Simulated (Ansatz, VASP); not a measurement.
**Zr3TiN4: VASP beside Ansatz**

```xyz
8
Lattice="3.1925 -4.5166 0.0000 3.1925 4.5166 0.0000 0.0000 0.0000 3.2012" Properties=species:S:1:pos:R:3 pbc="T T T"
Zr    1.5963   -2.2583    0.0000
Zr    3.1925    0.0000    1.6006
Zr    1.5963    2.2583    0.0000
Ti    0.0000    0.0000    1.6006
N     4.8530    0.0000    0.0000
N     3.1925   -2.3047    1.6006
N     3.1925    2.3047    1.6006
N     1.5321    0.0000    0.0000
```

Alike in both runs: task single point; functional PBE; k mesh 4 × 4 × 6; occupations gaussian, width 0.1 eV; collinear spin.

|  | VASP | Ansatz |
| --- | --- | --- |
| version | VASP 6.6.1 | Ansatz 0.2.0 |
| potentials or method | VASP PAW PBE potentials, release 64 (Zr_sv, Ti_sv, N), cutoff 520 eV | scalar-relativistic, plane waves, PAW |
| valence electrons in the cell | 68 | 68 |

```csv
,VASP,Ansatz,Ansatz less VASP
gap on the k mesh at the Fermi level (eV),none,none,-
pressure (GPa),0.2,-0.1,-0.29
"traceless stress, the component that is largest in VASP (GPa)",1.47,1.48,+0.004
rms of the force components (eV/Å),0.010,0.008,-0.0017
net moment per atom (μB),0.00,0.00,0.000
```

Atom by atom the forces differ by 0.003 eV/Å (rms over components). A gap of «none» marks a metal or a gap that the smearing closes. The functional is the same, so the differences come from potentials, cutoffs and numerics. Ansatz's warnings: seeded moment not kept.
